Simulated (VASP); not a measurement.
# Si26SbC27 (a cell with a defect) in VASP: relaxation of the atoms with PBE

Aim: the relaxation of the atoms of Si26SbC27 (a cell with a defect) with PBE.

All numbers are computed with VASP 6.6.1; they aren't measurements. Logs are shortened: lines on timing, memory, paths and dates and some standing lists are left out, and cuts for length are marked.

**1. The cell of the first run**

The cell holds a defect, 54 atoms: a = 9.245 Å, b = 9.245 Å, c = 9.245 Å, α = 60.00°, β = 60.00°, γ = 60.00°.

**2. Relaxation of the atoms, PBE**

Input file INCAR:

```
PREC = Accurate ; ENCUT = 520
EDIFF = 1E-6 ; ISMEAR = -1
SIGMA = 0.01 ; LREAL = Auto
LASPH = True ; NELM = 100
ALGO = Normal ; ISIF = 2
LWAVE = False ; LCHARG = False
GGA = PE ; IBRION = 2
NSW = 60 ; EDIFFG = -0.03
NELECT = 218.0 ; LUSENCCL = False
```

Input file KPOINTS:

```
regular mesh
0
Gamma
  3 3 3
```

Input file POSCAR:

```
Si26SbC27
1.0
    0.0000000000      6.5370000000      6.5370000000
    6.5370000000      0.0000000000      6.5370000000
    6.5370000000      6.5370000000      0.0000000000
Sb Si C
1 26 27
Direct
    0.0000000000      0.0000000000      0.0000000000
    0.0000000000      0.0000000000      0.3333333333
    0.0000000000      0.0000000000      0.6666666667
    0.0000000000      0.3333333333      0.0000000000
    0.0000000000      0.3333333333      0.3333333333
    0.0000000000      0.3333333333      0.6666666667
    0.0000000000      0.6666666667      0.0000000000
    0.0000000000      0.6666666667      0.3333333333
    0.0000000000      0.6666666667      0.6666666667
    0.3333333333      0.0000000000      0.0000000000
    0.3333333333      0.0000000000      0.3333333333
    0.3333333333      0.0000000000      0.6666666667
    0.3333333333      0.3333333333      0.0000000000
    0.3333333333      0.3333333333      0.3333333333
    0.3333333333      0.3333333333      0.6666666667
    0.3333333333      0.6666666667      0.0000000000
    0.3333333333      0.6666666667      0.3333333333
    0.3333333333      0.6666666667      0.6666666667
    0.6666666667      0.0000000000      0.0000000000
    0.6666666667      0.0000000000      0.3333333333
    0.6666666667      0.0000000000      0.6666666667
    0.6666666667      0.3333333333      0.0000000000
    0.6666666667      0.3333333333      0.3333333333
    0.6666666667      0.3333333333      0.6666666667
    0.6666666667      0.6666666667      0.0000000000
    0.6666666667      0.6666666667      0.3333333333
    0.6666666667      0.6666666667      0.6666666667
    0.0833333333      0.0833333333      0.0833333333
    0.0833333333      0.0833333333      0.4166666667
    0.0833333333      0.0833333333      0.7500000000
    0.0833333333      0.4166666667      0.0833333333
    0.0833333333      0.4166666667      0.4166666667
    0.0833333333      0.4166666667      0.7500000000
    0.0833333333      0.7500000000      0.0833333333
    0.0833333333      0.7500000000      0.4166666667
    0.0833333333      0.7500000000      0.7500000000
    0.4166666667      0.0833333333      0.0833333333
    0.4166666667      0.0833333333      0.4166666667
    0.4166666667      0.0833333333      0.7500000000
    0.4166666667      0.4166666667      0.0833333333
    0.4166666667      0.4166666667      0.4166666667
    0.4166666667      0.4166666667      0.7500000000
    0.4166666667      0.7500000000      0.0833333333
    0.4166666667      0.7500000000      0.4166666667
    0.4166666667      0.7500000000      0.7500000000
    0.7500000000      0.0833333333      0.0833333333
    0.7500000000      0.0833333333      0.4166666667
    0.7500000000      0.0833333333      0.7500000000
    0.7500000000      0.4166666667      0.0833333333
    0.7500000000      0.4166666667      0.4166666667
    0.7500000000      0.4166666667      0.7500000000
    0.7500000000      0.7500000000      0.0833333333
    0.7500000000      0.7500000000      0.4166666667
    0.7500000000      0.7500000000      0.7500000000
```

Potentials or basis: VASP PAW PBE potentials, release 64 (Sb, Si, C).

Launch:

```
$ cat potpaw_PBE.64/Sb/POTCAR potpaw_PBE.64/Si/POTCAR potpaw_PBE.64/C/POTCAR > POTCAR
$ mpirun -np 1 vasp_std > vasp.out
```

OUTCAR:

```text
PREC = Accurate
   ENCUT = 520
   EDIFF = 1E-6
   ISMEAR = -1
   LREAL = Auto
   LASPH = True
   NELM = 100
   ISIF = 2
   GGA = PE
   IBRION = 2
   NSW = 60
   EDIFFG = -0.03
   NELECT = 218.0

 ion  position               nearest neighbor table
   1  0.000  0.000  0.000-  28 1.89  30 1.89  34 1.89  46 1.89   7 3.08   8 3.08  10 3.08  12 3.08
                            16 3.08  19 3.08  20 3.08  22 3.08   2 3.08   3 3.08   4 3.08   6 3.08
   2  0.000  0.000  0.333-  28 1.89  29 1.89  35 1.89  47 1.89  10 3.08  11 3.08  17 3.08  20 3.08
                            23 3.08   1 3.08   4 3.08   5 3.08   8 3.08  21 3.08   9 3.08   3 3.08
   3  0.000  0.000  0.667-  30 1.89  29 1.89  36 1.89  48 1.89  12 3.08  18 3.08  19 3.08  21 3.08
                            24 3.08   1 3.08   6 3.08   7 3.08   9 3.08  11 3.08   5 3.08   2 3.08
   4  0.000  0.333  0.000-  28 1.89  31 1.89  33 1.89  49 1.89  10 3.08  13 3.08  15 3.08  22 3.08
                            23 3.08   1 3.08   2 3.08   5 3.08   6 3.08   9 3.08  25 3.08   7 3.08
   5  0.000  0.333  0.333-  29 1.89  31 1.89  50 1.89  32 1.89  14 3.08  23 3.08   2 3.08   4 3.08
                            11 3.08  13 3.08   3 3.08   7 3.08  24 3.08  26 3.08   6 3.08   8 3.08
   6  0.000  0.333  0.667-  30 1.89  32 1.89  33 1.89  51 1.89  15 3.08  22 3.08  24 3.08   1 3.08
                             3 3.08   4 3.08  12 3.08  14 3.08  27 3.08   8 3.08   9 3.08   5 3.08
   7  0.000  0.667  0.000-  34 1.89  31 1.89  36 1.89  52 1.89  16 3.08  18 3.08  19 3.08  25 3.08
                            26 3.08   1 3.08   3 3.08   8 3.08   9 3.08  13 3.08   5 3.08   4 3.08
   8  0.000  0.667  0.333-  32 1.89  34 1.89  35 1.89  53 1.89  17 3.08  20 3.08  26 3.08   1 3.08
                             2 3.08   7 3.08  16 3.08  14 3.08  27 3.08   5 3.08   9 3.08   6 3.08
   9  0.000  0.667  0.667-  36 1.89  35 1.89  33 1.89  54 1.89  25 3.08  27 3.08   3 3.08   7 3.08
[... 62 lines left out ...]
  53  0.750  0.750  0.417-   8 1.89  20 1.89  26 1.89  27 1.89
  54  0.750  0.750  0.750-  27 1.89  21 1.89  25 1.89   9 1.89

  LATTYP: Found a face centered cubic cell.
 ALAT       =    13.0740000000

  Lattice vectors:

 A1 = (   0.0000000000,   6.5370000000,   6.5370000000)
 A2 = (   6.5370000000,   0.0000000000,   6.5370000000)
 A3 = (   6.5370000000,   6.5370000000,   0.0000000000)

Analysis of symmetry for initial positions (statically):
=====================================================================
 Subroutine PRICEL returns:
 Original cell was already a primitive cell.

 Routine SETGRP: Setting up the symmetry group for a
 face centered cubic supercell.

 Subroutine GETGRP returns: Found 24 space group operations
 (whereof 24 operations were pure point group operations)
 out of a pool of 48 trial point group operations.

The static configuration has the point symmetry T_d .

Analysis of symmetry for dynamics (positions and initial velocities):
=====================================================================
 Subroutine PRICEL returns:
 Original cell was already a primitive cell.

 Routine SETGRP: Setting up the symmetry group for a
 face centered cubic supercell.

 Subroutine GETGRP returns: Found 24 space group operations
 (whereof 24 operations were pure point group operations)
 out of a pool of 48 trial point group operations.

The dynamic configuration has the point symmetry T_d .

 Subroutine INISYM returns: Found 24 space group operations
 (whereof 24 operations are pure point group operations),
 and found     1 'primitive' translations

----------------------------------------------------------------------------------------

                                     Primitive cell

  volume of cell :     558.6830

  direct lattice vectors                    reciprocal lattice vectors
     0.000000000  6.537000000  6.537000000    -0.076487685  0.076487685  0.076487685
     6.537000000  0.000000000  6.537000000     0.076487685 -0.076487685  0.076487685
     6.537000000  6.537000000  0.000000000     0.076487685  0.076487685 -0.076487685

  length of vectors
     9.244714057  9.244714057  9.244714057     0.132480557  0.132480557  0.132480557

  position of ions in fractional coordinates (direct lattice)
     0.000000000  0.000000000  0.000000000
     0.000000000  0.000000000  0.333333333
     0.000000000  0.000000000  0.666666667
     0.000000000  0.333333333  0.000000000
     0.000000000  0.333333333  0.333333333
     0.000000000  0.333333333  0.666666667
[... 46 lines left out ...]
     0.750000000  0.750000000  0.416666667
     0.750000000  0.750000000  0.750000000

  ion indices of the primitive-cell ions
   primitive index   ion index
                 1           1
                 2           2
                 3           3
                 4           4
                 5           5
                 6           6
[... 46 lines left out ...]
                53          53
                54          54

----------------------------------------------------------------------------------------

 KPOINTS: regular mesh

Automatic generation of k-mesh.
 Grid dimensions read from file:
 generate k-points for:    3    3    3

 Generating k-lattice:

  Cartesian coordinates                     Fractional coordinates (reciprocal lattice)
    -0.025495895  0.025495895  0.025495895     0.333333333  0.000000000  0.000000000
     0.025495895 -0.025495895  0.025495895     0.000000000  0.333333333  0.000000000
     0.025495895  0.025495895 -0.025495895     0.000000000  0.000000000  0.333333333

  Length of vectors
     0.044160186  0.044160186  0.044160186

  Shift w.r.t. Gamma in fractional coordinates (k-lattice)
     0.000000000  0.000000000  0.000000000

 Subroutine IBZKPT returns following result:
 ===========================================

 Found      4 irreducible k-points:

 Following reciprocal coordinates:
            Coordinates               Weight
  0.000000  0.000000  0.000000      1.000000
  0.333333  0.000000  0.000000      8.000000
  0.333333  0.333333  0.000000      6.000000
 -0.333333  0.333333  0.000000     12.000000
   k-points           NKPTS =      4   k-points in BZ     NKDIM =      4   number of bands    NBANDS=    137
   number of dos      NEDOS =    301   number of ions     NIONS =     54
   total plane-waves  NPLWV = 343000
   dimension x,y,z NGX =    70 NGY =   70 NGZ =   70
   dimension x,y,z NGXF=   140 NGYF=  140 NGZF=  140
   ions per type =               1  26  27
   NGX,Y,Z   is equivalent  to a cutoff of  12.59, 12.59, 12.59 a.u.
   NGXF,Y,Z  is equivalent  to a cutoff of  25.18, 25.18, 25.18 a.u.
 SYSTEM =  unknown system
   PREC   = accura    normal or accurate (medium, high low for compatibility)
   ISTART =      0    job   : 0-new  1-cont  2-samecut
   ICHARG =      2    charge: 1-file 2-atom 10-const
   ISPIN  =      1    spin polarized calculation?
   LNONCOLLINEAR =      F non collinear calculations
   LSORBIT =      F    spin-orbit coupling
   LASPH  =      T    aspherical Exc in radial PAW
   ENCUT  =  520.0 eV  38.22 Ry    6.18 a.u.  17.19 17.19 17.19*2*pi/ulx,y,z
   NELM   =    100;   NELMIN=  2; NELMDL= -5     # of ELM steps
   EDIFF  = 0.1E-05   stopping-criterion for ELM
   LREAL  =      T    real-space projection
   EDIFFG = -.3E-01   stopping-criterion for IOM
   NSW    =     60    number of steps for IOM
   IBRION =      2    ionic relax: 0-MD 1-quasi-New 2-CG
   NFREE  =      1    steps in history (QN), initial steepest desc. (CG)
   ISIF   =      2    stress and relaxation
   ISYM   =      2    0-nonsym 1-usesym 2-fastsym
   POTIM  = 0.5000    time-step for ionic-motion
   TEBEG  =    0.0;   TEEND  =   0.0 temperature during run
   PSTRESS=    0.0 pullay stress
   NELECT =     218.0000    total number of electrons
   NUPDOWN=      -1.0000    fix difference up-down
   EMIN   =  10.00;   EMAX   =-10.00  energy-range for DOS
   EFERMI =   0.00;   METHOD = LEGACY
   ISMEAR =    -1;   SIGMA  =   0.01  broadening in eV -4-tet -1-fermi 0-gaus
   EFERMI_NEDOS =   21; number of points for ismear=-14 and -15
   IALGO  =     38    algorithm
   IMIX   =      4    mixing-type and parameters
     AMIX     =   0.40;   BMIX     =  1.00
     AMIX_MAG =   1.60;   BMIX_MAG =  1.00
  volume/ion in A,a.u.               =      10.35        69.82
  Fermi-wavevector in a.u.,A,eV,Ry     =   1.196296  2.260671 19.471613  1.431123
  Thomas-Fermi vector in A             =   2.332240
   LORBIT       =      0    0 simple, 1 ext, 2 COOP (PROOUT), +10 PAW based schemes
   GGA     = PE    functional components
   LHFCALC =     F    Hartree Fock is set to
   AEXX    =    0.0000 exact exchange contribution
   IVDW    =     0    specifies the selected vdW correction
   LEPSILON=     F    determine dielectric tensor
   LRPA    =     F    only Hartree local field effects (RPA)
 conjugate gradient relaxation of ions
 non-spin polarized calculation
  energy-cutoff  :      520.00
  volume of cell :      558.68
 maximum number of plane-waves:     15070
 NGX is ok and might be reduce to    70
   NGX = 35   NGY = 35   NGZ = 35

--------------------------------------- Ionic step        1  -------------------------------------------

 number of electron     218.0000000 magnetization

 Free energy of the ion-electron system (eV)
  ---------------------------------------------------
  ext. energy  EPLUGINS =         0.00000000
  ---------------------------------------------------
  free energy    TOTEN  =      -388.35481913 eV

  energy without entropy =     -388.34755357  energy(sigma->0) =     -388.35118635

------------------------ aborting loop because EDIFF is reached ----------------------------------------

  FORCE on cell =-STRESS in cart. coord.  units (eV):
  Direction    XX          YY          ZZ          XY          YZ          ZX
  --------------------------------------------------------------------------------------
  -------------------------------------------------------------------------------------
  Total       39.9068751     39.9068751     39.9068751      0.0000000     -0.0000000     -0.0000000
  in kB      114.4439537    114.4439537    114.4439537      0.0000000     -0.0000000     -0.0000000
  external PRESSURE =     114.4439537 kB  Pullay stress =       0.0000000 kB
[... 691 lines left out ...]
--------------------------------------- Ionic step        9  -------------------------------------------

 number of electron     218.0000000 magnetization

 Free energy of the ion-electron system (eV)
  ---------------------------------------------------
  ext. energy  EPLUGINS =         0.00000000
  ---------------------------------------------------
  free energy    TOTEN  =      -390.36065731 eV

  energy without entropy =     -390.35782414  energy(sigma->0) =     -390.35924073

 E-fermi :  10.7583     XC(G=0): -11.4522

 val. band max:       10.6755221280   @ k =   0.3333   0.0000   0.0000
 cond. band min:      10.7829571187   @ k =   0.0000   0.0000   0.0000
 fundamental gap:      0.1074349907
 Fermi energy:        10.7582704005

 k-point     1 :       0.0000    0.0000    0.0000
  band No.  band energies     occupation
      1      -7.2706      2.00000
      2      -5.5568      2.00000
      3      -5.1700      2.00000
      4      -5.1700      2.00000
      5      -5.1700      2.00000
      6      -5.0675      2.00000
[... 485 lines left out ...]
    120      13.2883      0.00000
    121      13.4446      0.00000
 [bands above 121 left out]

------------------------ aborting loop because EDIFF is reached ----------------------------------------

  FORCE on cell =-STRESS in cart. coord.  units (eV):
  Direction    XX          YY          ZZ          XY          YZ          ZX
  --------------------------------------------------------------------------------------
  -------------------------------------------------------------------------------------
  Total       35.1419663     35.1419663     35.1419663     -0.0000000     -0.0000000     -0.0000000
  in kB      100.7792657    100.7792657    100.7792657     -0.0000000     -0.0000000     -0.0000000
  external PRESSURE =     100.7792657 kB  Pullay stress =       0.0000000 kB
[... 69 lines left out ...]
  FREE ENERGIE OF THE ION-ELECTRON SYSTEM (eV)
  ---------------------------------------------------
  free  energy   TOTEN  =      -390.3606573136 eV

  energy  without entropy=     -390.3578241393  energy(sigma->0) =     -390.35924073

 reached required accuracy - stopping structural energy minimisation
```

Wall time 5.2 min (1 × NVIDIA H100 80GB with 1 thread of AMD EPYC 7R13 (Zen 3), shared host); peak memory 1.7 GiB.

Results:

| Quantity | Value |
| --- | --- |
| Free energy | -390.3607 eV |
| Energy gained by relaxing | 37.1 meV/atom |
| Ionic steps | 9 |
| Largest force after relaxing | 0.009 eV/Å |

Forces in eV/Å, atoms in the order of the input:
```
Sb   0.000  0.000  0.000
Si  -0.003 -0.003 -0.004
Si   0.003  0.003 -0.004
Si  -0.003 -0.004 -0.003
Si  -0.005  0.005  0.005
Si   0.004  0.003 -0.003
Si   0.003 -0.004  0.003
Si   0.004 -0.003  0.003
Si   0.003 -0.003 -0.003
Si  -0.004 -0.003 -0.003
Si   0.005 -0.005  0.005
Si   0.003  0.004 -0.003
Si   0.005  0.005 -0.005
Si  -0.005 -0.005 -0.005
Si   0.000  0.000 -0.009
Si   0.003 -0.003  0.004
Si   0.000 -0.009  0.000
Si   0.009  0.000  0.000
Si  -0.004  0.003  0.003
Si  -0.003  0.004  0.003
Si  -0.003  0.003 -0.003
Si  -0.003  0.003  0.004
Si  -0.009  0.000  0.000
Si   0.000  0.009  0.000
Si  -0.003 -0.003  0.003
Si   0.000  0.000  0.009
Si   0.003  0.003  0.003
C    0.002  0.002  0.002
C    0.000  0.000  0.004
C   -0.002 -0.002  0.002
C    0.000  0.004  0.000
C   -0.004  0.000  0.000
C   -0.006  0.006  0.001
C   -0.002  0.002 -0.002
C   -0.006  0.001  0.006
C   -0.001  0.006  0.006
C    0.004  0.000  0.000
C    0.000 -0.004  0.000
C    0.006 -0.006  0.001
C    0.000  0.000 -0.004
C    0.005  0.005  0.005
C   -0.005 -0.005  0.005
C    0.006  0.001 -0.006
C   -0.005  0.005 -0.005
C   -0.001 -0.006 -0.006
C    0.002 -0.002 -0.002
C    0.001 -0.006  0.006
C    0.006 -0.001  0.006
C    0.001  0.006 -0.006
C    0.005 -0.005 -0.005
C   -0.006 -0.001 -0.006
C    0.006  0.006 -0.001
C   -0.006 -0.006 -0.001
C    0.000  0.000  0.000
```

The path:
| step | energy change (eV) | largest force (eV/Å) | pressure (GPa) |
| --- | --- | --- | --- |
| 1 | 0.0000 | 5.8175 | 11.44 |
| 2 | -1.4848 | 2.0591 | 10.25 |
| 3 | -1.9090 | 0.6846 | 10.14 |
| 4 | -1.9092 | 0.6816 | 10.14 |
| 5 | -1.9767 | 0.3334 | 10.09 |
| 6 | -1.9994 | 0.1552 | 10.09 |
| 7 | -2.0056 | 0.0431 | 10.08 |
| 8 | -2.0056 | 0.0377 | 10.07 |
| 9 | -2.0058 | 0.0092 | 10.08 |

Caveat: the cell carries a net charge on a neutralising background, which shifts energy and pressure; the cell is charged against a uniform background, so pressure and absolute levels hang on convention; spin-orbit coupling is left out, which moves the levels of the heavy elements.
